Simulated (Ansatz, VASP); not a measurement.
## NaH in VASP and in Ansatz

INCAR

```
  ALGO = Normal
  EDIFF = 1E-6
  ENCUT = 520
  GGA = PS
  ISIF = 2
  ISMEAR = -1
  LASPH = T
  LCHARG = F
  LREAL = F
  LWAVE = F
  NBANDS = 11
  NELM = 80
  PREC = Accurate
  SIGMA = 0.03
```

KPOINTS

```
k-points
0
Gamma
  9 9 9
```

Contents of POSCAR:

```
NaH
1.0
    0.0000000000      2.4400000000      2.4888000000
    2.4400000000      0.0000000000      2.4888000000
    2.4400000000      2.4400000000      0.0000000000
Na H
1 1
Direct
    0.0000000000      0.0000000000      0.0000000000
    0.5000000000      0.5000000000      0.5000000000
```

Input for Ansatz:

```yaml
crystal:
  lattice:
    - [0.0, 2.44, 2.4888]
    - [2.44, 0.0, 2.4888]
    - [2.44, 2.44, 0.0]
  atoms:
    - { symbol: Na, position: [0.0, 0.0, 0.0] }
    - { symbol: H, position: [0.5, 0.5, 0.5] }
kpoints:
  mp_grid: { grid: [9, 9, 9] }
  band_path:
    path:
      - [0.0, 0.0, 0.0]
      - [0.0, 0.5, 0.5]
      - [0.25, 0.75, 0.5]
      - [0.0, 0.5, 0.0]
      - [0.0, 0.0, 0.0]
      - [0.5, 0.5, 0.0]
      - [0.3701460977, 0.6298539023, 0.0]
      - [-0.3701460977, 0.3701460977, 0.0]
      - [0.0, 0.0, 0.0]
    npoints: 5
scf:
  occupations: { method: fermi_dirac, width: 0.03 }
hamiltonian:
  xc: pbesol
  pseudopotentials: { kind: all_electron, lapw: { basis_error: 0.001 } }
output:
  forces: true
  stress: true
  eigenvalues: true
```

Change from the starting cell: zz strain of +2 %.

Alike in both runs: task single point; functional PBEsol; k mesh 9 × 9 × 9; occupations fermi-dirac, width 0.03 eV; no spin polarisation.

|  | VASP | Ansatz |
| --- | --- | --- |
| version | VASP 6.6.1 | Ansatz 0.2.0 |
| potentials or method | VASP PAW PBE potentials, release 64 (Na_pv, H), cutoff 520 eV | all-electron LAPW, scalar-relativistic |

Ansatz gave:

| Item | Value |
| --- | --- |
| gap on the k mesh at the Fermi level (eV) | 3.76 |
| pressure (GPa) | -1.5 |
| traceless stress, the component that is largest in VASP (GPa) | -0.32 |

Task: What did VASP give for the same quantities?

Result: gap on the k mesh at the Fermi level (eV): 3.76; pressure (GPa): -1.6; traceless stress, the component that is largest in VASP (GPa): -0.32.

VASP's potentials were made for PBE, not for PBEsol. Ansatz ran all-electron here, and VASP with PAW potentials.
